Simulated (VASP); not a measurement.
# B7Se (P-43m) in VASP: notebook

The runs below take B7Se through single point, relaxation of cell and atoms, with PBE.

Program: VASP 6.6.1. These are calculated values, not measurements. Logs are shortened: lines on timing, memory, paths and dates and some standing lists are left out, and cuts for length are marked.

### Step 1. The cell of the first run

Symmetry: P-43m, No. 215, cubic system. The conventional cell has a = 4.204 Å, b = 4.204 Å, c = 4.204 Å, α = 90.00°, β = 90.00°, γ = 90.00°. B (site symmetry 3m) has 3 B at 1.73 Å and 1 Se at 2.17 Å within 2.3 Å. B (site symmetry -42m) has 4 B at 1.73 Å within 2.3 Å. Within 2.9 Å of Se (site symmetry -43m) lie 4 B at 2.17 Å.

### Step 2. Single point, PBE

Input file INCAR:

```
PREC = Accurate
ENCUT = 520
EDIFF = 1E-6
ISMEAR = 0
SIGMA = 0.1
LREAL = False
LASPH = True
NELM = 100
ALGO = Normal
ISIF = 2
LWAVE = False
LCHARG = True
GGA = PE
LELF = True
LVHAR = True
NBANDS = 24
```

Input file KPOINTS:

```
Automatic mesh
0
Gamma
  4 4 4
```

Input file POSCAR:

```
B7Se
1.0
    4.2040554775      0.0000000000      0.0000000000
    0.0000000000      4.2040554775      0.0000000000
    0.0000000000      0.0000000000      4.2040554775
B Se
7 1
Direct
    0.2985270949      0.2985270949      0.2985270949
    0.0000000000      0.5000000000      0.5000000000
    0.5000000000      0.5000000000      0.0000000000
    0.5000000000      0.0000000000      0.5000000000
    0.7014729051      0.2985270949      0.7014729051
    0.7014729051      0.7014729051      0.2985270949
    0.2985270949      0.7014729051      0.7014729051
    0.0000000000      0.0000000000      0.0000000000
```

Potentials or basis: VASP PAW PBE potentials, release 64 (B, Se).

On the command line:

```
cat potpaw_PBE.64/B/POTCAR potpaw_PBE.64/Se/POTCAR > POTCAR
mpirun -np 1 vasp_std > vasp.out
```

OUTCAR:

```text
PREC = Accurate
   ENCUT = 520
   EDIFF = 1E-6
   ISMEAR = 0
   LREAL = False
   LASPH = True
   NELM = 100
   ISIF = 2
   GGA = PE

 ion  position               nearest neighbor table
   1  0.299  0.299  0.299-   2 1.73   3 1.73   4 1.73   8 2.17
   2  0.000  0.500  0.500-   1 1.73   5 1.73   6 1.73   7 1.73
   3  0.500  0.500  0.000-   1 1.73   5 1.73   6 1.73   7 1.73
   4  0.500  0.000  0.500-   1 1.73   5 1.73   6 1.73   7 1.73
   5  0.701  0.299  0.701-   2 1.73   3 1.73   4 1.73   8 2.17
   6  0.701  0.701  0.299-   2 1.73   3 1.73   4 1.73   8 2.17
   7  0.299  0.701  0.701-   2 1.73   3 1.73   4 1.73   8 2.17
   8  0.000  0.000  0.000-   1 2.17   5 2.17   6 2.17   7 2.17

  LATTYP: Found a simple cubic cell.
 ALAT       =     4.2040554775

  Lattice vectors:

 A1 = (   4.2040554775,   0.0000000000,   0.0000000000)
 A2 = (   0.0000000000,   4.2040554775,   0.0000000000)
 A3 = (   0.0000000000,   0.0000000000,   4.2040554775)

Analysis of symmetry for initial positions (statically):
=====================================================================
 Subroutine PRICEL returns:
 Original cell was already a primitive cell.

 Routine SETGRP: Setting up the symmetry group for a
 simple cubic supercell.

 Subroutine GETGRP returns: Found 24 space group operations
 (whereof 24 operations were pure point group operations)
 out of a pool of 48 trial point group operations.

The static configuration has the point symmetry T_d .

Analysis of symmetry for dynamics (positions and initial velocities):
=====================================================================
 Subroutine PRICEL returns:
 Original cell was already a primitive cell.

 Routine SETGRP: Setting up the symmetry group for a
 simple cubic supercell.

 Subroutine GETGRP returns: Found 24 space group operations
 (whereof 24 operations were pure point group operations)
 out of a pool of 48 trial point group operations.

The dynamic configuration has the point symmetry T_d .

 Subroutine INISYM returns: Found 24 space group operations
 (whereof 24 operations are pure point group operations),
 and found     1 'primitive' translations

----------------------------------------------------------------------------------------

                                     Primitive cell

  volume of cell :      74.3028

  direct lattice vectors                    reciprocal lattice vectors
     4.204055477  0.000000000  0.000000000     0.237865558  0.000000000  0.000000000
     0.000000000  4.204055477  0.000000000     0.000000000  0.237865558  0.000000000
     0.000000000  0.000000000  4.204055477     0.000000000  0.000000000  0.237865558

  length of vectors
     4.204055477  4.204055477  4.204055477     0.237865558  0.237865558  0.237865558

  position of ions in fractional coordinates (direct lattice)
     0.298527095  0.298527095  0.298527095
     0.000000000  0.500000000  0.500000000
     0.500000000  0.500000000  0.000000000
     0.500000000  0.000000000  0.500000000
     0.701472905  0.298527095  0.701472905
     0.701472905  0.701472905  0.298527095
     0.298527095  0.701472905  0.701472905
     0.000000000  0.000000000  0.000000000

  ion indices of the primitive-cell ions
   primitive index   ion index
                 1           1
                 2           2
                 3           3
                 4           4
                 5           5
                 6           6
                 7           7
                 8           8

----------------------------------------------------------------------------------------

 KPOINTS: Automatic mesh

Automatic generation of k-mesh.
 Grid dimensions read from file:
 generate k-points for:    4    4    4

 Generating k-lattice:

  Cartesian coordinates                     Fractional coordinates (reciprocal lattice)
     0.059466389  0.000000000  0.000000000     0.250000000  0.000000000  0.000000000
     0.000000000  0.059466389  0.000000000     0.000000000  0.250000000  0.000000000
     0.000000000  0.000000000  0.059466389     0.000000000  0.000000000  0.250000000

  Length of vectors
     0.059466389  0.059466389  0.059466389

  Shift w.r.t. Gamma in fractional coordinates (k-lattice)
     0.000000000  0.000000000  0.000000000

 Subroutine IBZKPT returns following result:
 ===========================================

 Found     10 irreducible k-points:

 Following reciprocal coordinates:
            Coordinates               Weight
  0.000000  0.000000  0.000000      1.000000
  0.250000  0.000000  0.000000      6.000000
  0.500000  0.000000  0.000000      3.000000
  0.250000  0.250000  0.000000     12.000000
  0.500000  0.250000  0.000000     12.000000
  0.500000  0.500000  0.000000      3.000000
  0.250000  0.250000  0.250000      8.000000
  0.500000  0.250000  0.250000     12.000000
  0.500000  0.500000  0.250000      6.000000
  0.500000  0.500000  0.500000      1.000000
   k-points           NKPTS =     10   k-points in BZ     NKDIM =     10   number of bands    NBANDS=     24
   number of dos      NEDOS =    301   number of ions     NIONS =      8
   total plane-waves  NPLWV =  32768
   dimension x,y,z NGX =    32 NGY =   32 NGZ =   32
   dimension x,y,z NGXF=    64 NGYF=   64 NGZF=   64
   ions per type =               7   1
   NGX,Y,Z   is equivalent  to a cutoff of  12.65, 12.65, 12.65 a.u.
   NGXF,Y,Z  is equivalent  to a cutoff of  25.31, 25.31, 25.31 a.u.
 SYSTEM =  unknown system
   PREC   = accura    normal or accurate (medium, high low for compatibility)
   ISTART =      0    job   : 0-new  1-cont  2-samecut
   ICHARG =      2    charge: 1-file 2-atom 10-const
   ISPIN  =      1    spin polarized calculation?
   LNONCOLLINEAR =      F non collinear calculations
   LSORBIT =      F    spin-orbit coupling
   LASPH  =      T    aspherical Exc in radial PAW
   ENCUT  =  520.0 eV  38.22 Ry    6.18 a.u.   7.82  7.82  7.82*2*pi/ulx,y,z
   NELM   =    100;   NELMIN=  2; NELMDL= -5     # of ELM steps
   EDIFF  = 0.1E-05   stopping-criterion for ELM
   LREAL  =      F    real-space projection
   EDIFFG = 0.1E-04   stopping-criterion for IOM
   NSW    =      0    number of steps for IOM
   IBRION =     -1    ionic relax: 0-MD 1-quasi-New 2-CG
   NFREE  =      0    steps in history (QN), initial steepest desc. (CG)
   ISIF   =      2    stress and relaxation
   ISYM   =      2    0-nonsym 1-usesym 2-fastsym
   POTIM  = 0.5000    time-step for ionic-motion
   TEBEG  =    0.0;   TEEND  =   0.0 temperature during run
   PSTRESS=    0.0 pullay stress
   NELECT =      27.0000    total number of electrons
   NUPDOWN=      -1.0000    fix difference up-down
   EMIN   =  10.00;   EMAX   =-10.00  energy-range for DOS
   EFERMI =   0.00;   METHOD = LEGACY
   ISMEAR =     0;   SIGMA  =   0.10  broadening in eV -4-tet -1-fermi 0-gaus
   EFERMI_NEDOS =   21; number of points for ismear=-14 and -15
   IALGO  =     38    algorithm
   IMIX   =      4    mixing-type and parameters
     AMIX     =   0.40;   BMIX     =  1.00
     AMIX_MAG =   1.60;   BMIX_MAG =  1.00
  volume/ion in A,a.u.               =       9.29        62.68
  Fermi-wavevector in a.u.,A,eV,Ry     =   1.168228  2.207631 18.568645  1.364757
  Thomas-Fermi vector in A             =   2.304718
   LORBIT       =      0    0 simple, 1 ext, 2 COOP (PROOUT), +10 PAW based schemes
   GGA     = PE    functional components
   LHFCALC =     F    Hartree Fock is set to
   AEXX    =    0.0000 exact exchange contribution
   IVDW    =     0    specifies the selected vdW correction
   LEPSILON=     F    determine dielectric tensor
   LRPA    =     F    only Hartree local field effects (RPA)
 non-spin polarized calculation
 Gauss-broadening in eV      SIGMA  =   0.10
  energy-cutoff  :      520.00
  volume of cell :       74.30
 maximum number of plane-waves:      2016
 NGX is ok and might be reduce to    32
   NGX = 15   NGY = 15   NGZ = 15

 number of electron      27.0000000 magnetization

 Free energy of the ion-electron system (eV)
  ---------------------------------------------------
  ext. energy  EPLUGINS =         0.00000000
  ---------------------------------------------------
  free energy    TOTEN  =       -45.45831576 eV

  energy without entropy =      -45.45105642  energy(sigma->0) =      -45.45468609

 E-fermi :   4.9325     XC(G=0): -11.2268

 val. band max:        4.8135168967   @ k =   0.2500   0.2500   0.2500
 cond. band min:       5.0410311423   @ k =   0.5000   0.2500   0.0000
 fundamental gap:      0.2275142456
 Fermi energy:         4.9325056184

 k-point     1 :       0.0000    0.0000    0.0000
  band No.  band energies     occupation
      1     -10.4442      2.00000
      2      -5.5459      2.00000
      3      -2.1924      2.00000
      4      -2.1924      2.00000
      5      -2.1924      2.00000
      6      -1.5442      2.00000
[... 16 lines left out ...]
     23      11.8289      0.00000
     24      11.8289      0.00000

 k-point     2 :       0.2500    0.0000    0.0000
  band No.  band energies     occupation
      1     -10.1741      2.00000
      2      -6.2090      2.00000
      3      -3.2101      2.00000
      4      -1.8745      2.00000
      5      -1.8745      2.00000
      6      -1.3243      2.00000
[... 16 lines left out ...]
     23      12.9801      0.00000
     24      13.6524      0.00000

 k-point     3 :       0.5000    0.0000    0.0000
  band No.  band energies     occupation
      1      -9.8054      2.00000
      2      -7.0095      2.00000
      3      -3.1677      2.00000
      4      -1.3770      2.00000
      5      -1.3770      2.00000
      6      -1.0457      2.00000
[... 16 lines left out ...]
     23      15.1185      0.00000
     24      15.4223      0.00000
[... 136 lines left out ...]
 k-point     9 :       0.5000    0.5000    0.2500
  band No.  band energies     occupation
      1      -9.2265      2.00000
      2      -5.3064      2.00000
      3      -4.6004      2.00000
      4      -4.6004      2.00000
      5      -2.1700      2.00000
      6      -1.6459      2.00000
[... 16 lines left out ...]
     23      14.2637      0.00000
     24      15.0663      0.00000

 k-point    10 :       0.5000    0.5000    0.5000
  band No.  band energies     occupation
      1      -9.0605      2.00000
      2      -4.3851      2.00000
      3      -3.8334      2.00000
      4      -3.8334      2.00000
      5      -3.8334      2.00000
      6      -2.6184      2.00000
[... 16 lines left out ...]
     23      13.6661      0.00000
     24      14.5449      0.00000

------------------------ aborting loop because EDIFF is reached ----------------------------------------

  FORCE on cell =-STRESS in cart. coord.  units (eV):
  Direction    XX          YY          ZZ          XY          YZ          ZX
  --------------------------------------------------------------------------------------
  -------------------------------------------------------------------------------------
  Total       -0.0014054     -0.0014054     -0.0014054      0.0000000      0.0000000      0.0000000
  in kB       -0.0303037     -0.0303037     -0.0303037      0.0000000      0.0000000      0.0000000
  external PRESSURE =      -0.0303037 kB  Pullay stress =       0.0000000 kB

 VOLUME and BASIS-vectors are now :
 -----------------------------------------------------------------------------
  energy-cutoff  :      520.00
  volume of cell :       74.30
      direct lattice vectors                 reciprocal lattice vectors
     4.204055477  0.000000000  0.000000000     0.237865558  0.000000000  0.000000000
     0.000000000  4.204055477  0.000000000     0.000000000  0.237865558  0.000000000
     0.000000000  0.000000000  4.204055477     0.000000000  0.000000000  0.237865558

 POSITION                                       TOTAL-FORCE (eV/Angst)
 -----------------------------------------------------------------------------------
      1.25502      1.25502      1.25502         0.034195      0.034195      0.034195
      0.00000      2.10203      2.10203        -0.000000     -0.000000     -0.000000
      2.10203      2.10203      0.00000        -0.000000     -0.000000      0.000000
      2.10203      0.00000      2.10203        -0.000000     -0.000000     -0.000000
      2.94903      1.25502      2.94903        -0.034195      0.034195     -0.034195
      2.94903      2.94903      1.25502        -0.034195     -0.034195      0.034195
      1.25502      2.94903      2.94903         0.034195     -0.034195     -0.034195
      0.00000      0.00000      0.00000        -0.000000     -0.000000     -0.000000
 -----------------------------------------------------------------------------------
    total drift:                               -0.000000     -0.000000      0.000000

  FREE ENERGIE OF THE ION-ELECTRON SYSTEM (eV)
  ---------------------------------------------------
  free  energy   TOTEN  =       -45.4583157601 eV

  energy  without entropy=      -45.4510564154  energy(sigma->0) =      -45.45468609
```

It took 18 s on 1 thread of Intel Xeon Platinum 8259CL at 2.50GHz (Skylake/Cascade Lake), shared host; peak memory 0.18 GiB.

What came out:

```
Free energy   : -45.4583 eV
Pressure      : 0.0 GPa
Largest force : 0.059 eV/Å
```

Forces in eV/Å, atoms in the order of the input:
```
B    0.034  0.034  0.034
B    0.000  0.000  0.000
B    0.000  0.000  0.000
B    0.000  0.000  0.000
B   -0.034  0.034 -0.034
B   -0.034 -0.034  0.034
B    0.034 -0.034 -0.034
Se   0.000  0.000  0.000
```

Caveat: the k points lie up to 0.37 Å⁻¹ apart.

(Part 1 of 2 ends here.)
